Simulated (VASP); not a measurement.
# MgO (R3m) in VASP: relaxation of cell and atoms with r2SCAN

Aim: the relaxation of cell and atoms of MgO with r2SCAN.

Everything below comes from runs of VASP 6.6.1. Logs are shortened: lines on timing, memory, paths and dates and some standing lists are left out, and cuts for length are marked.

## 1. The cell of the first run

The structure is trigonal, space group R3m (No. 160). The conventional cell has a = 3.289 Å, b = 3.289 Å, c = 7.550 Å, α = 90.00°, β = 90.00°, γ = 120.00°. Mg (site symmetry 3m) has 4 O at 1.89 to 2.00 Å within 2.5 Å. O (site symmetry 3m) has 4 Mg at 1.89 to 2.00 Å within 2.5 Å.

## 2. Relaxation of cell and atoms, r2SCAN

Input file POSCAR:

```
MgO
1.0
    3.2886566020      0.0000000000      0.0000000000
   -1.6443283010      2.8480601617      0.0000000000
    0.0000000000      0.0000000000      7.5500723870
Mg O
3 3
Direct
    0.0000000000      0.0000000000      0.0000000000
    0.3333333333      0.6666666667      0.3333333333
    0.6666666667      0.3333333333      0.6666666667
    0.0000000000      0.0000000000      0.2500000000
    0.3333333333      0.6666666667      0.5833333333
    0.6666666667      0.3333333333      0.9166666667
```

Input file INCAR.step1:

```
PREC = Accurate
ENCUT = 600
ISMEAR = 0
SIGMA = 0.02
LREAL = False
LASPH = True
NELM = 60
GGA = PE
ALGO = Normal
EDIFF = 1E-4
LWAVE = True
LCHARG = False
```

Input file INCAR.step2:

```
PREC = Accurate
ENCUT = 600
EDIFF = 1E-6
ISMEAR = 0
SIGMA = 0.02
LREAL = False
LASPH = True
NELM = 60
ALGO = Normal
ISIF = 3
LWAVE = False
LCHARG = False
METAGGA = R2SCAN
LMIXTAU = True
IBRION = 2
NSW = 65
EDIFFG = -0.01
ISTART = 1
```

Input file KPOINTS:

```
regular mesh
0
Gamma
  12 12 3
```

Potentials or basis: VASP PAW PBE potentials, release 64 (Mg, O).

The run is started by

```sh
> cat potpaw_PBE.64/Mg/POTCAR potpaw_PBE.64/O/POTCAR > POTCAR
> cp INCAR.step1 INCAR
> mpirun -np 1 vasp_std > vasp.out
> cp INCAR.step2 INCAR
> mpirun -np 1 vasp_std > vasp.out
```

OUTCAR:

```text
PREC = Accurate
   ENCUT = 600
   EDIFF = 1E-6
   ISMEAR = 0
   LREAL = False
   LASPH = True
   NELM = 60
   ISIF = 3
   METAGGA = R2SCAN
   IBRION = 2
   NSW = 65
   EDIFFG = -0.01
   ISTART = 1

 ion  position               nearest neighbor table
   1  0.000  0.000  0.000-   4 1.89   6 2.00   6 2.00   6 2.00   3 3.15   2 3.15   3 3.15   2 3.15
                             2 3.15   3 3.15
   2  0.333  0.667  0.333-   5 1.89   4 2.00   4 2.00   4 2.00   1 3.15   1 3.15   1 3.15   3 3.15
                             3 3.15   3 3.15
   3  0.667  0.333  0.667-   6 1.89   5 2.00   5 2.00   5 2.00   1 3.15   1 3.15   1 3.15   2 3.15
                             2 3.15   2 3.15
   4  0.000  0.000  0.250-   1 1.89   2 2.00   2 2.00   2 2.00
   5  0.333  0.667  0.583-   2 1.89   3 2.00   3 2.00   3 2.00
   6  0.667  0.333  0.917-   3 1.89   1 2.00   1 2.00   1 2.00

  LATTYP: Found a hexagonal cell.
 ALAT       =     3.2886566020
 C/A-ratio  =     2.2957922644

  Lattice vectors:

 A1 = (   3.2886566020,   0.0000000000,   0.0000000000)
 A2 = (  -1.6443283010,   2.8480601617,   0.0000000000)
 A3 = (   0.0000000000,   0.0000000000,   7.5500723870)

Analysis of symmetry for initial positions (statically):
=====================================================================
 Subroutine PRICEL returns following result:

  LATTYP: Found a trigonal (rhomboedric) cell.
 ALAT       =     3.1525894084
 COS(alpha) =     0.4559081324

  Lattice vectors:

 A1 = (   1.6443283007,   0.9493533874,  -2.5166907962)
 A2 = (   0.0000000002,  -1.8987067746,  -2.5166907954)
 A3 = (  -1.6443283008,   0.9493533871,  -2.5166907954)

   3 primitive cells build up your supercell.

 Routine SETGRP: Setting up the symmetry group for a
 hexagonal supercell.

 Subroutine GETGRP returns: Found  6 space group operations
 (whereof  6 operations were pure point group operations)
 out of a pool of 24 trial point group operations.

The static configuration has the point symmetry C_3v.

Analysis of symmetry for dynamics (positions and initial velocities):
=====================================================================
 Subroutine PRICEL returns following result:

  LATTYP: Found a trigonal (rhomboedric) cell.
 ALAT       =     3.1525894084
 COS(alpha) =     0.4559081324

  Lattice vectors:

 A1 = (   1.6443283007,   0.9493533874,  -2.5166907962)
 A2 = (   0.0000000002,  -1.8987067746,  -2.5166907954)
 A3 = (  -1.6443283008,   0.9493533871,  -2.5166907954)

   3 primitive cells build up your supercell.

 Routine SETGRP: Setting up the symmetry group for a
 hexagonal supercell.

 Subroutine GETGRP returns: Found  6 space group operations
 (whereof  6 operations were pure point group operations)
 out of a pool of 24 trial point group operations.

The dynamic configuration has the point symmetry C_3v.

 Subroutine INISYM returns: Found  6 space group operations
 (whereof  6 operations are pure point group operations),
 and found     3 'primitive' translations

----------------------------------------------------------------------------------------

                                     Primitive cell

  volume of cell :      23.5721

  direct lattice vectors                    reciprocal lattice vectors
     1.644328301  0.949353387 -2.516690796     0.304075530  0.175558089 -0.132449061
     0.000000000 -1.898706775 -2.516690795     0.000000000 -0.351116178 -0.132449061
    -1.644328301  0.949353387 -2.516690795    -0.304075530  0.175558089 -0.132449061

  length of vectors
     3.152589408  3.152589408  3.152589408     0.375267004  0.375267004  0.375267004

  position of ions in fractional coordinates (direct lattice)
     0.000000000  0.000000000  0.000000000
     0.750000000  0.750000000  0.750000000

  ion indices of the primitive-cell ions
   primitive index   ion index
                 1           1
                 2           4

----------------------------------------------------------------------------------------

 KPOINTS: regular mesh

Automatic generation of k-mesh.
 Grid dimensions read from file:
 generate k-points for:   12   12    3

 Generating k-lattice:

  Cartesian coordinates                     Fractional coordinates (reciprocal lattice)
     0.025339628  0.014629841  0.000000000     0.083333333  0.000000000  0.000000000
     0.000000000  0.029259682  0.000000000     0.000000000  0.083333333  0.000000000
     0.000000000  0.000000000  0.044149687     0.000000000  0.000000000  0.333333333

  Length of vectors
     0.029259682  0.029259682  0.044149687

  Shift w.r.t. Gamma in fractional coordinates (k-lattice)
     0.000000000  0.000000000  0.000000000

 Subroutine IBZKPT returns following result:
 ===========================================

 Found     50 irreducible k-points:

 Following reciprocal coordinates:
            Coordinates               Weight
  0.000000  0.000000  0.000000      1.000000
  0.083333  0.000000  0.000000      6.000000
  0.166667  0.000000  0.000000      6.000000
  0.250000  0.000000  0.000000      6.000000
  0.333333  0.000000  0.000000      6.000000
  0.416667  0.000000  0.000000      6.000000
[... 16 lines left out ...]
  0.166667  0.000000  0.333333      6.000000
  0.000000  0.166667  0.333333      6.000000
 [... further k-points ...]
   k-points           NKPTS =     50   k-points in BZ     NKDIM =     50   number of bands    NBANDS=     16
   number of dos      NEDOS =    301   number of ions     NIONS =      6
   total plane-waves  NPLWV =  47040
   dimension x,y,z NGX =    28 NGY =   28 NGZ =   60
   dimension x,y,z NGXF=    56 NGYF=   56 NGZF=  120
   ions per type =               3   3
   NGX,Y,Z   is equivalent  to a cutoff of  14.15, 14.15, 13.21 a.u.
   NGXF,Y,Z  is equivalent  to a cutoff of  28.31, 28.31, 26.42 a.u.
 SYSTEM =  unknown system
   PREC   = accura    normal or accurate (medium, high low for compatibility)
   ISTART =      1    job   : 0-new  1-cont  2-samecut
   ICHARG =      0    charge: 1-file 2-atom 10-const
   ISPIN  =      1    spin polarized calculation?
   LNONCOLLINEAR =      F non collinear calculations
   LSORBIT =      F    spin-orbit coupling
   LASPH  =      T    aspherical Exc in radial PAW
   ENCUT  =  600.0 eV  44.10 Ry    6.64 a.u.   6.57  6.57 15.08*2*pi/ulx,y,z
   NELM   =     60;   NELMIN=  2; NELMDL=  0     # of ELM steps
   EDIFF  = 0.1E-05   stopping-criterion for ELM
   LREAL  =      F    real-space projection
   EDIFFG = -.1E-01   stopping-criterion for IOM
   NSW    =     65    number of steps for IOM
   IBRION =      2    ionic relax: 0-MD 1-quasi-New 2-CG
   NFREE  =      1    steps in history (QN), initial steepest desc. (CG)
   ISIF   =      3    stress and relaxation
   ISYM   =      2    0-nonsym 1-usesym 2-fastsym
   POTIM  = 0.5000    time-step for ionic-motion
   TEBEG  =    0.0;   TEEND  =   0.0 temperature during run
   PSTRESS=    0.0 pullay stress
   NELECT =      24.0000    total number of electrons
   NUPDOWN=      -1.0000    fix difference up-down
   EMIN   =  10.00;   EMAX   =-10.00  energy-range for DOS
   EFERMI =   0.00;   METHOD = LEGACY
   ISMEAR =     0;   SIGMA  =   0.02  broadening in eV -4-tet -1-fermi 0-gaus
   EFERMI_NEDOS =   21; number of points for ismear=-14 and -15
   IALGO  =     38    algorithm
   IMIX   =      4    mixing-type and parameters
     AMIX     =   0.40;   BMIX     =  1.00
     AMIX_MAG =   1.60;   BMIX_MAG =  1.00
  volume/ion in A,a.u.               =      11.79        79.54
  Fermi-wavevector in a.u.,A,eV,Ry     =   1.141929  2.157932 17.742012  1.304001
  Thomas-Fermi vector in A             =   2.278628
   LORBIT       =      0    0 simple, 1 ext, 2 COOP (PROOUT), +10 PAW based schemes
   METAGGA = R2SCAN    functional components
   LHFCALC =     F    Hartree Fock is set to
   AEXX    =    0.0000 exact exchange contribution
   IVDW    =     0    specifies the selected vdW correction
   LEPSILON=     F    determine dielectric tensor
   LRPA    =     F    only Hartree local field effects (RPA)
 conjugate gradient relaxation of ions
 non-spin polarized calculation
 Gauss-broadening in eV      SIGMA  =   0.02
  energy-cutoff  :      600.00
  volume of cell :       70.72
 maximum number of plane-waves:      2400
 NGX is ok and might be reduce to    28
   NGX = 13   NGY = 13   NGZ = 31

--------------------------------------- Ionic step        1  -------------------------------------------

 number of electron      24.0000002 magnetization

 Free energy of the ion-electron system (eV)
  ---------------------------------------------------
  ext. energy  EPLUGINS =         0.00000000
  ---------------------------------------------------
  free energy    TOTEN  =       -47.39875354 eV

  energy without entropy =      -47.39875354  energy(sigma->0) =      -47.39875354

------------------------ aborting loop because EDIFF is reached ----------------------------------------

  FORCE on cell =-STRESS in cart. coord.  units (eV):
  Direction    XX          YY          ZZ          XY          YZ          ZX
  --------------------------------------------------------------------------------------
  -------------------------------------------------------------------------------------
  Total       -2.2340616     -2.2340616      5.9843445      0.0000000      0.0000000     -0.0000000
  in kB      -50.6158950    -50.6158950    135.5839763      0.0000000      0.0000000     -0.0000000
  external PRESSURE =      11.4507287 kB  Pullay stress =       0.0000000 kB
[... 265 lines left out ...]
  energy  without entropy=      -47.5729956429  energy(sigma->0) =      -47.57299564

--------------------------------------- Ionic step        8  -------------------------------------------

 number of electron      23.9999999 magnetization

 Free energy of the ion-electron system (eV)
  ---------------------------------------------------
  ext. energy  EPLUGINS =         0.00000000
  ---------------------------------------------------
  free energy    TOTEN  =       -47.57303412 eV

  energy without entropy =      -47.57303412  energy(sigma->0) =      -47.57303412

 E-fermi :   0.5305     XC(G=0): -10.1887

 val. band max:        0.3845472524   @ k =   0.0000   0.0000   0.0000
 cond. band min:       4.7369321665   @ k =   0.0000   0.0000   0.0000
 fundamental gap:      4.3523849140
 Fermi energy:         0.5305434723

 k-point     1 :       0.0000    0.0000    0.0000
  band No.  band energies     occupation
      1     -16.4633      2.00000
      2     -15.9844      2.00000
      3     -15.9844      2.00000
      4      -2.0711      2.00000
      5      -2.0711      2.00000
      6       0.2426      2.00000
[... 8 lines left out ...]
     15       8.2183      0.00000
     16      13.1298      0.00000
[... 420 lines left out ...]
  band No.  band energies     occupation
      1     -16.2628      2.00000
      2     -16.0925      2.00000
      3     -15.7682      2.00000
      4      -2.2998      2.00000
      5      -1.3138      2.00000
      6      -0.8618      2.00000
[... 8 lines left out ...]
     15       9.8621      0.00000
     16      11.4108      0.00000

 [... further k-points ...]

------------------------ aborting loop because EDIFF is reached ----------------------------------------

  FORCE on cell =-STRESS in cart. coord.  units (eV):
  Direction    XX          YY          ZZ          XY          YZ          ZX
  --------------------------------------------------------------------------------------
  -------------------------------------------------------------------------------------
  Total       -0.0136590     -0.0136590     -0.0369792      0.0000000      0.0000000      0.0000000
  in kB       -0.3084729     -0.3084729     -0.8351331      0.0000000      0.0000000      0.0000000
  external PRESSURE =      -0.4840263 kB  Pullay stress =       0.0000000 kB
[... 21 lines left out ...]
  FREE ENERGIE OF THE ION-ELECTRON SYSTEM (eV)
  ---------------------------------------------------
  free  energy   TOTEN  =       -47.5730341192 eV

  energy  without entropy=      -47.5730341192  energy(sigma->0) =      -47.57303412

 reached required accuracy - stopping structural energy minimisation
```

Run time: 40 min. Hardware: 1 thread of Oxide Virtual Turin-like, shared host; peak memory 0.24 GiB.

What came out:

```
Free energy                           : -47.5730 eV
Relaxed volume                        : 11.82 Å³/atom
Relaxed cell                          : a = 3.222 Å, b = 3.222 Å, c = 7.892 Å, α = 90.00°, β = 90.00°, γ = 120.00°
Space group after relaxing (to 0.1 Å) : F-43m (No. 216)
Energy gained by relaxing             : 29.0 meV/atom
Ionic steps                           : 8
Pressure after relaxing               : 0.0 GPa
Largest force after relaxing          : 0.006 eV/Å
Band gap on the k mesh                : 4.35 eV
```

Forces on the atoms (eV/Å):
```
Mg   0.000  0.000  0.006
Mg   0.000  0.000  0.006
Mg   0.000  0.000  0.006
O    0.000  0.000 -0.006
O    0.000  0.000 -0.006
O    0.000  0.000 -0.006
```

Step by step:
| step | energy change (eV) | largest force (eV/Å) | pressure (GPa) | volume (Å³) |
| --- | --- | --- | --- | --- |
| 1 | 0.0000 | 0.7704 | 1.15 | 70.72 |
| 2 | -0.0983 | 0.5926 | -0.57 | 71.48 |
| 3 | -0.1504 | 0.1961 | -0.60 | 71.20 |
| 4 | -0.1638 | 0.1552 | 0.16 | 70.80 |
| 5 | -0.1703 | 0.1012 | 1.11 | 70.31 |
| 6 | -0.1738 | 0.0444 | -0.29 | 71.07 |
| 7 | -0.1742 | 0.0085 | 0.04 | 70.89 |
| 8 | -0.1743 | 0.0063 | -0.05 | 70.94 |

Final structure:
```xyz
6
Lattice="3.2217 0.0000 0.0000 -1.6108 2.7901 0.0000 0.0000 0.0000 7.8925" Properties=species:S:1:pos:R:3 pbc="T T T"
Mg    0.0000    0.0000    7.8921
Mg    0.0000    1.8600    2.6304
Mg    1.6108    0.9300    5.2613
O     3.2217    0.0000    1.9735
O     0.0000    1.8600    4.6043
O     1.6108    0.9300    7.2352
```

Caveat: the PAW data sets were made with another functional, which shifts forces and pressure a little. A k mesh can miss the band edges.
